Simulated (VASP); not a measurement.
# Mg7Se (Fm-3m) in VASP: a series of runs, part 2 of 2

VASP 6.6.1.

### Step 4. Single point, PBE (volume scaled by 1.03)

File INCAR:

```
SYSTEM = Mg7Se
PREC = Accurate
ENCUT = 520
EDIFF = 1E-7
ISMEAR = 0
SIGMA = 0.1
LREAL = .FALSE.
LASPH = .TRUE.
NELM = 100
ALGO = Normal
ISIF = 2
LWAVE = .FALSE.
LCHARG = .FALSE.
GGA = PE
NBANDS = 20
```

File KPOINTS:

```
regular mesh
0
G
  6 6 6
  0 0 0
```

File POSCAR:

```
Mg7Se
1.0
    0.0000000000      4.5136288257      4.5136288257
    4.5136288257      0.0000000000      4.5136288257
    4.5136288257      4.5136288257      0.0000000000
Mg Se
7 1
Direct
    0.0000000000      0.0000000000      0.5000000000
    0.5000000000      0.0000000000      0.5000000000
    0.0000000000      0.5000000000      0.5000000000
    0.5000000000      0.5000000000      0.0000000000
    0.0000000000      0.5000000000      0.0000000000
    0.5000000000      0.0000000000      0.0000000000
    0.5000000000      0.5000000000      0.5000000000
    0.0000000000      0.0000000000      0.0000000000
```

Potentials or basis: VASP PAW PBE potentials, release 64 (Mg, Se).

Started as:

```bash
$ cat potpaw_PBE.64/Mg/POTCAR potpaw_PBE.64/Se/POTCAR > POTCAR
$ mpirun -np 1 vasp_std > vasp.out
```

OUTCAR:

```text
SYSTEM = Mg7Se
   PREC = Accurate
   ENCUT = 520
   EDIFF = 1E-7
   ISMEAR = 0
   LREAL = .FALSE.
   LASPH = .TRUE.
   NELM = 100
   ISIF = 2
   GGA = PE

 ion  position               nearest neighbor table
   1  0.000  0.000  0.500-   2 3.19   3 3.19   8 3.19   5 3.19   6 3.19   8 3.19   3 3.19   5 3.19
                             7 3.19   2 3.19   6 3.19   7 3.19
   2  0.500  0.000  0.500-   1 3.19   6 3.19   7 3.19   4 3.19   6 3.19   8 3.19   3 3.19   4 3.19
                             7 3.19   1 3.19   3 3.19   8 3.19
   3  0.000  0.500  0.500-   1 3.19   5 3.19   7 3.19   4 3.19   5 3.19   8 3.19   1 3.19   2 3.19
                             8 3.19   2 3.19   4 3.19   7 3.19
   4  0.500  0.500  0.000-   5 3.19   6 3.19   7 3.19   2 3.19   3 3.19   7 3.19   2 3.19   6 3.19
                             8 3.19   3 3.19   5 3.19   8 3.19
   5  0.000  0.500  0.000-   3 3.19   4 3.19   8 3.19   1 3.19   3 3.19   7 3.19   1 3.19   6 3.19
                             8 3.19   4 3.19   6 3.19   7 3.19
   6  0.500  0.000  0.000-   2 3.19   4 3.19   8 3.19   1 3.19   2 3.19   7 3.19   4 3.19   5 3.19
                             7 3.19   1 3.19   5 3.19   8 3.19
   7  0.500  0.500  0.500-   2 3.19   3 3.19   4 3.19   4 3.19   5 3.19   6 3.19   1 3.19   2 3.19
                             6 3.19   1 3.19   3 3.19   5 3.19
   8  0.000  0.000  0.000-   1 3.19   5 3.19   6 3.19   1 3.19   2 3.19   3 3.19   3 3.19   4 3.19
                             5 3.19   2 3.19   4 3.19   6 3.19

  LATTYP: Found a face centered cubic cell.
 ALAT       =     9.0272576514

  Lattice vectors:

 A1 = (   0.0000000000,   4.5136288257,   4.5136288257)
 A2 = (   4.5136288257,   0.0000000000,   4.5136288257)
 A3 = (   4.5136288257,   4.5136288257,   0.0000000000)

Analysis of symmetry for initial positions (statically):
=====================================================================
 Subroutine PRICEL returns:
 Original cell was already a primitive cell.

 Routine SETGRP: Setting up the symmetry group for a
 face centered cubic supercell.

 Subroutine GETGRP returns: Found 48 space group operations
 (whereof 48 operations were pure point group operations)
 out of a pool of 48 trial point group operations.

The static configuration has the point symmetry O_h .

Analysis of symmetry for dynamics (positions and initial velocities):
=====================================================================
 Subroutine PRICEL returns:
 Original cell was already a primitive cell.

 Routine SETGRP: Setting up the symmetry group for a
 face centered cubic supercell.

 Subroutine GETGRP returns: Found 48 space group operations
 (whereof 48 operations were pure point group operations)
 out of a pool of 48 trial point group operations.

The dynamic configuration has the point symmetry O_h .

 Subroutine INISYM returns: Found 48 space group operations
 (whereof 48 operations are pure point group operations),
 and found     1 'primitive' translations

----------------------------------------------------------------------------------------

                                     Primitive cell

  volume of cell :     183.9109

  direct lattice vectors                    reciprocal lattice vectors
[... 58 lines left out ...]
  0.333333  0.000000  0.000000      8.000000
  0.500000  0.000000  0.000000      4.000000
  0.166667  0.166667  0.000000      6.000000
  0.333333  0.166667  0.000000     24.000000
[... 8 lines left out ...]
 -0.333333  0.333333  0.166667     24.000000
 -0.333333  0.500000  0.166667     12.000000
   k-points           NKPTS =     16   k-points in BZ     NKDIM =     16   number of bands    NBANDS=     20
   number of dos      NEDOS =    301   number of ions     NIONS =      8
   total plane-waves  NPLWV = 110592
   dimension x,y,z NGX =    48 NGY =   48 NGZ =   48
   dimension x,y,z NGXF=    96 NGYF=   96 NGZF=   96
   ions per type =               7   1
   NGX,Y,Z   is equivalent  to a cutoff of  12.50, 12.50, 12.50 a.u.
   NGXF,Y,Z  is equivalent  to a cutoff of  25.00, 25.00, 25.00 a.u.
 SYSTEM =  Mg7Se
   PREC   = accura    normal or accurate (medium, high low for compatibility)
   ISTART =      0    job   : 0-new  1-cont  2-samecut
   ICHARG =      2    charge: 1-file 2-atom 10-const
   ISPIN  =      1    spin polarized calculation?
   LNONCOLLINEAR =      F non collinear calculations
   LSORBIT =      F    spin-orbit coupling
   LASPH  =      T    aspherical Exc in radial PAW
   ENCUT  =  520.0 eV  38.22 Ry    6.18 a.u.  11.87 11.87 11.87*2*pi/ulx,y,z
   NELM   =    100;   NELMIN=  2; NELMDL= -5     # of ELM steps
   EDIFF  = 0.1E-06   stopping-criterion for ELM
   LREAL  =      F    real-space projection
   EDIFFG = 0.1E-05   stopping-criterion for IOM
   NSW    =      0    number of steps for IOM
   IBRION =     -1    ionic relax: 0-MD 1-quasi-New 2-CG
   NFREE  =      0    steps in history (QN), initial steepest desc. (CG)
   ISIF   =      2    stress and relaxation
   ISYM   =      2    0-nonsym 1-usesym 2-fastsym
   POTIM  = 0.5000    time-step for ionic-motion
   TEBEG  =    0.0;   TEEND  =   0.0 temperature during run
   PSTRESS=    0.0 pullay stress
   NELECT =      20.0000    total number of electrons
   NUPDOWN=      -1.0000    fix difference up-down
   EMIN   =  10.00;   EMAX   =-10.00  energy-range for DOS
   EFERMI =   0.00;   METHOD = LEGACY
   ISMEAR =     0;   SIGMA  =   0.10  broadening in eV -4-tet -1-fermi 0-gaus
   EFERMI_NEDOS =   21; number of points for ismear=-14 and -15
   IALGO  =     38    algorithm
   IMIX   =      4    mixing-type and parameters
     AMIX     =   0.40;   BMIX     =  1.00
     AMIX_MAG =   1.60;   BMIX_MAG =  1.00
  volume/ion in A,a.u.               =      22.99       155.14
  Fermi-wavevector in a.u.,A,eV,Ry     =   0.781416  1.476662  8.307867  0.610611
  Thomas-Fermi vector in A             =   1.884929
   LORBIT       =      0    0 simple, 1 ext, 2 COOP (PROOUT), +10 PAW based schemes
   GGA     = PE    functional components
   LHFCALC =     F    Hartree Fock is set to
   AEXX    =    0.0000 exact exchange contribution
   IVDW    =     0    specifies the selected vdW correction
   LEPSILON=     F    determine dielectric tensor
   LRPA    =     F    only Hartree local field effects (RPA)
 non-spin polarized calculation
 Gauss-broadening in eV      SIGMA  =   0.10
  energy-cutoff  :      520.00
  volume of cell :      183.91
 maximum number of plane-waves:      4972
   NGX = 23   NGY = 23   NGZ = 23

 number of electron      20.0000000 magnetization

 Free energy of the ion-electron system (eV)
  ---------------------------------------------------
  ext. energy  EPLUGINS =         0.00000000
  ---------------------------------------------------
  free energy    TOTEN  =       -15.29211018 eV

  energy without entropy =      -15.27617040  energy(sigma->0) =      -15.28414029

 E-fermi :   2.8673     XC(G=0):  -8.6468

 val. band max:        2.8442157404   @ k =   0.1667   0.1667   0.0000
 cond. band min:       2.8960903345   @ k =   0.5000   0.0000   0.0000
 fundamental gap:      0.0518745941
 Fermi energy:         2.8672805784

 k-point     1 :       0.0000    0.0000    0.0000
  band No.  band energies     occupation
      1     -10.2035      2.00000
      2      -2.9988      2.00000
      3      -0.9856      2.00000
      4      -0.9856      2.00000
      5      -0.9856      2.00000
      6       1.1970      2.00000
[... 357 lines left out ...]
     19       7.3247      0.00000
     20       7.6377      0.00000

------------------------ aborting loop because EDIFF is reached ----------------------------------------

  FORCE on cell =-STRESS in cart. coord.  units (eV):
  Direction    XX          YY          ZZ          XY          YZ          ZX
  --------------------------------------------------------------------------------------
  -------------------------------------------------------------------------------------
  Total       -1.4000806     -1.4000806     -1.4000806     -0.0000000     -0.0000000     -0.0000000
  in kB      -12.1970865    -12.1970865    -12.1970865     -0.0000000     -0.0000000     -0.0000000
  external PRESSURE =     -12.1970865 kB  Pullay stress =       0.0000000 kB

 VOLUME and BASIS-vectors are now :
 -----------------------------------------------------------------------------
  energy-cutoff  :      520.00
  volume of cell :      183.91
      direct lattice vectors                 reciprocal lattice vectors
     0.000000000  4.513628826  4.513628826    -0.110775613  0.110775613  0.110775613
     4.513628826  0.000000000  4.513628826     0.110775613 -0.110775613  0.110775613
     4.513628826  4.513628826  0.000000000     0.110775613  0.110775613 -0.110775613

 POSITION                                       TOTAL-FORCE (eV/Angst)
 -----------------------------------------------------------------------------------
      2.25681      2.25681      0.00000        -0.000000     -0.000000     -0.000000
      2.25681      4.51363      2.25681        -0.000000      0.000000      0.000000
      4.51363      2.25681      2.25681         0.000000      0.000000     -0.000000
      2.25681      2.25681      4.51363         0.000000     -0.000000     -0.000000
      2.25681      0.00000      2.25681         0.000000      0.000000     -0.000000
      0.00000      2.25681      2.25681         0.000000      0.000000     -0.000000
      4.51363      4.51363      4.51363         0.000000      0.000000     -0.000000
      0.00000      0.00000      0.00000         0.000000      0.000000     -0.000000
 -----------------------------------------------------------------------------------
    total drift:                                0.000000     -0.000000     -0.000000

  FREE ENERGIE OF THE ION-ELECTRON SYSTEM (eV)
  ---------------------------------------------------
  free  energy   TOTEN  =       -15.2921101803 eV

  energy  without entropy=      -15.2761703996  energy(sigma->0) =      -15.28414029
```

Run time: 36 s. Hardware: 1 thread of Intel Xeon 6975P-C (Granite Rapids), shared host; peak memory 0.33 GiB.

What came out:

```yaml
Free_energy: -15.2921 eV
Pressure: -1.2 GPa
Band_gap_on_the_k_mesh: zero (band 10 reaches 3.46 eV, above the bottom of band 11 at 2.15 eV)
```

Levels at points of the mesh, in eV from the Fermi level:
| k point | band 7 | band 8 | band 9 | band 10 | band 11 | band 12 | band 13 | band 14 |
| --- | --- | --- | --- | --- | --- | --- | --- | --- |
| (0.00, 0.00, 0.00) | -1.24 | -1.24 | -1.24 | -0.71 | -0.71 | -0.71 | 0.16 | 0.86 |
| (0.50, 0.00, 0.00) | -1.89 | -1.89 | -1.36 | 0.03 | 0.66 | 0.66 | 1.57 | 1.57 |
| (0.50, 0.50, 0.00) | -1.47 | -0.79 | -0.79 | -0.38 | 1.48 | 1.48 | 2.04 | 2.38 |

Caveat: the cell differs from its parent crystal (volume scaled by 1.03).

### Step 5. Relaxation of cell and atoms, PBE

This run uses another cell than the first one, of 17.47 Å³/atom, 0.780 times its volume.

File INCAR:

```
SYSTEM = Mg7Se
PREC = Accurate
ENCUT = 600
EDIFF = 1E-7
ISMEAR = 0
SIGMA = 0.2
LREAL = .False.
LASPH = .True.
NELM = 80
ALGO = Normal
ISIF = 3
LWAVE = .False.
LCHARG = .False.
GGA = PE
IBRION = 2
NSW = 36
EDIFFG = -0.08
```

File KPOINTS:

```
Automatic mesh
0
Gamma
  4 4 4
  0 0 0
```

POSCAR, as its differences from that of step 4:

```diff
@@ -2,5 +2,5 @@
 1.0
-    0.0000000000      4.5136288257      4.5136288257
-    4.5136288257      0.0000000000      4.5136288257
-    4.5136288257      4.5136288257      0.0000000000
+    0.0000000000      4.1189591600      4.1189591600
+    4.1189591600      0.0000000000      4.1189591600
+    4.1189591600      4.1189591600      0.0000000000
 Mg Se
```

Started as:

```bash
$ cat potpaw_PBE.64/Mg/POTCAR potpaw_PBE.64/Se/POTCAR > POTCAR
$ mpirun -np 1 vasp_std > vasp.out
```

Wall time 37 s (1 thread of Intel Xeon 6975P-C (Granite Rapids), shared host); peak memory 0.32 GiB.

It converged, with:

```yaml
Free_energy: -15.2758 eV
Relaxed_volume: 22.12 Å³/atom
Relaxed_cell: a = 6.301 Å, b = 6.301 Å, c = 6.301 Å, α = 60.00°, β = 60.00°, γ = 60.00°
Space_group_after_relaxing_to_0.05_Å: Fm-3m (No. 225)
Energy_gained_by_relaxing: 191.0 meV/atom
Ionic_steps: 2
Pressure_after_relaxing: 0.3 GPa
Band_gap_on_the_k_mesh: zero (band 10 reaches 3.74 eV, above the bottom of band 11 at 2.36 eV)
```

Step by step:
| step | energy change (eV) | largest force (eV/Å) | pressure (GPa) | volume (Å³) |
| --- | --- | --- | --- | --- |
| 1 | 0.0000 | 0.0000 | 15.54 | 139.76 |
| 2 | -1.5276 | 0.0000 | 0.28 | 176.92 |

Final structure:
```yaml
crystal:
  lattice:
    - [0.00000, 4.45570, 4.45570]
    - [4.45570, 0.00000, 4.45570]
    - [4.45570, 4.45570, 0.00000]
  atoms:
    - { symbol: Mg, position: [0.00000, 0.00000, 0.50000] }
    - { symbol: Mg, position: [0.50000, 0.00000, 0.50000] }
    - { symbol: Mg, position: [0.00000, 0.50000, 0.50000] }
    - { symbol: Mg, position: [0.50000, 0.50000, 0.00000] }
    - { symbol: Mg, position: [0.00000, 0.50000, 0.00000] }
    - { symbol: Mg, position: [0.50000, 0.00000, 0.00000] }
    - { symbol: Mg, position: [0.50000, 0.50000, 0.50000] }
    - { symbol: Se, position: [0.00000, 0.00000, 0.00000] }
```

Levels at points of the mesh, in eV from the Fermi level:
```tsv
k point	band 7	band 8	band 9	band 10	band 11	band 12	band 13	band 14
(0.00, 0.00, 0.00)	-1.38	-1.38	-1.38	-0.86	-0.86	-0.86	0.07	0.74
(0.50, 0.00, 0.00)	-2.06	-2.06	-1.53	-0.11	0.59	0.59	1.46	1.46
(0.50, 0.50, 0.00)	-1.63	-0.91	-0.91	-0.46	1.36	1.36	1.90	2.27
```

Caveat: the volume moved by over 15 % at a fixed basis, so the end points are rough.

### Step 6. Overview

```csv
task,cell,k mesh,cutoff (eV),smearing,gap on the mesh (eV),pressure (GPa)
single point,"a = 6.327 Å, angles 60.0°, 8 atoms",4 × 4 × 4,520,gaussian 0.2 eV,none,-0.2
single point,"a = 6.321 Å, angles 60.0°, 8 atoms",6 × 6 × 6,520,gaussian 0.1 eV,none,-0.1
single point,"a = 6.383 Å, angles 60.0°, 8 atoms",6 × 6 × 6,520,gaussian 0.1 eV,none,-1.2
relaxation of cell and atoms,"relaxed from a = 5.825 Å, angles 60.0°, 8 atoms",4 × 4 × 4,600,gaussian 0.2 eV,none,0.3
```

Alike in all rows: level PBE; potentials or basis VASP PAW PBE potentials, release 64 (Mg, Se); no spin polarisation.

Caveats: the volume moved by over 15 % at a fixed basis, so the end points are rough (some runs).

Total energies depend on the potentials used, so only differences within one code and one set of settings carry meaning.
